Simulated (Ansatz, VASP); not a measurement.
Two plane-wave programs on Mg3ZrN3

```
Mg Zr N
1.0
     3.15695    1.82266    2.57885
    -3.15695    1.82266    2.57885
     0.00000   -3.64533    2.57885
Mg Zr N
3 1 3
Direct
  0.00000 0.00000 0.50000
  0.50000 0.00000 0.00000
  0.00000 0.50000 0.00000
  0.50000 0.50000 0.50000
  0.50000 0.50000 0.00000
  0.00000 0.50000 0.50000
  0.50000 0.00000 0.50000
```

Alike in both runs: functional PBE; k mesh 3 × 3 × 3; occupations gaussian, width 0.15 eV; no spin polarisation.

Ansatz relaxed the structure, and its values are those at the end. VASP's run is a single point on that final structure, the one shown.

|  | VASP | Ansatz |
| --- | --- | --- |
| version | VASP 6.6.1 | Ansatz 0.2.0 |
| potentials or method | VASP PAW PBE potentials, release 64 (Mg, Zr_sv, N), cutoff 520 eV | scalar-relativistic, plane waves, PAW |
| valence electrons in the cell | 33 | 57 |

```csv
,VASP,Ansatz,Ansatz less VASP
gap on the k mesh at the Fermi level (eV),none,none,-
pressure (GPa),-0.2,0.1,+0.25
```

A gap of «none» marks a metal or a gap that the smearing closes. VASP's potentials hold 33 valence electrons a cell and Ansatz's 57, so a difference there can come from the potentials and not from the codes.

The k mesh is coarse, so the values compare programs but aren't converged.
